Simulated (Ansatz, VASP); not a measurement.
## Al3GaO6 in VASP and in Ansatz

File INCAR:

```
PREC = Accurate
ENCUT = 600
EDIFF = 1E-7
ISMEAR = 0
SIGMA = 0.01
LREAL = False
LASPH = True
NELM = 120
ALGO = Normal
ISIF = 3
LWAVE = False
LCHARG = False
GGA = PE
IBRION = 2
NSW = 80
EDIFFG = -0.001
GGA_COMPAT = False
NELMIN = 4
```

File KPOINTS:

```
Automatic mesh
0
Gamma
  6 6 6
```

File POSCAR:

```
Al3GaO6
1.0
    2.4355856015      1.4061860027      4.4147245870
   -2.4355856015      1.4061860027      4.4147245870
    0.0000000000     -2.8123720053      4.4147245870
Al Ga O
3 1 6
Direct
    0.1479683487      0.1479683487      0.1479683487
    0.3535382720      0.3535382720      0.3535382720
    0.8489753186      0.8489753186      0.8489753186
    0.6414143238      0.6414143238      0.6414143238
    0.2342536769      0.5571398236      0.9581481255
    0.5571398236      0.9581481255      0.2342536769
    0.9581481255      0.2342536769      0.5571398236
    0.7486229291      0.4435646190      0.0663745628
    0.4435646190      0.0663745628      0.7486229291
    0.0663745628      0.7486229291      0.4435646190
```

Input for Ansatz:

```yaml
crystal:
  lattice:
    - [2.4355856015, 1.4061860027, 4.414724587]
    - [-2.4355856015, 1.4061860027, 4.414724587]
    - [0.0, -2.8123720053, 4.414724587]
  atoms:
    - { symbol: Al, position: [0.1479683487, 0.1479683487, 0.1479683487] }
    - { symbol: Al, position: [0.353538272, 0.353538272, 0.353538272] }
    - { symbol: Al, position: [0.8489753186, 0.8489753186, 0.8489753186] }
    - { symbol: Ga, position: [0.6414143238, 0.6414143238, 0.6414143238] }
    - { symbol: O, position: [0.2342536769, 0.5571398236, 0.9581481255] }
    - { symbol: O, position: [0.5571398236, 0.9581481255, 0.2342536769] }
    - { symbol: O, position: [0.9581481255, 0.2342536769, 0.5571398236] }
    - { symbol: O, position: [0.7486229291, 0.443564619, 0.0663745628] }
    - { symbol: O, position: [0.443564619, 0.0663745628, 0.7486229291] }
    - { symbol: O, position: [0.0663745628, 0.7486229291, 0.443564619] }
basis:
  ecutwfc: 420
kpoints:
  mp_grid: { grid: [6, 6, 6] }
hamiltonian:
  xc: pbe
scf:
  occupations: { method: fixed }
output:
  forces: true
  stress: true
  eigenvalues: true
relax:
  adjacent_minimum: "off"
  f_tol: 0.001
  max_steps: 60
  cell: { stress_tol: 0.01 }
```

Alike in both runs: task relaxation of cell and atoms; functional PBE; k mesh 6 × 6 × 6; no spin polarisation.

|  | VASP | Ansatz |
| --- | --- | --- |
| version | VASP 6.6.1 | Ansatz 0.2.0 |
| potentials or method | VASP PAW PBE potentials, release 64 (Al, Ga_d, O), cutoff 600 eV | scalar-relativistic, plane waves, PAW |
| occupations | gaussian, width 0.01 eV | fixed |
| valence electrons in the cell | 58 | 58 |

```csv
,VASP,Ansatz,Ansatz less VASP
"gap on the k mesh at the Fermi level, each at its own relaxed structure (eV)",4.55,4.57,+0.011
relaxed volume (Å³/atom),9.06,9.07,+0.008
relaxed length of the cell vector where the two differ most in proportion (Å),5.232,5.234,+0.0022
```
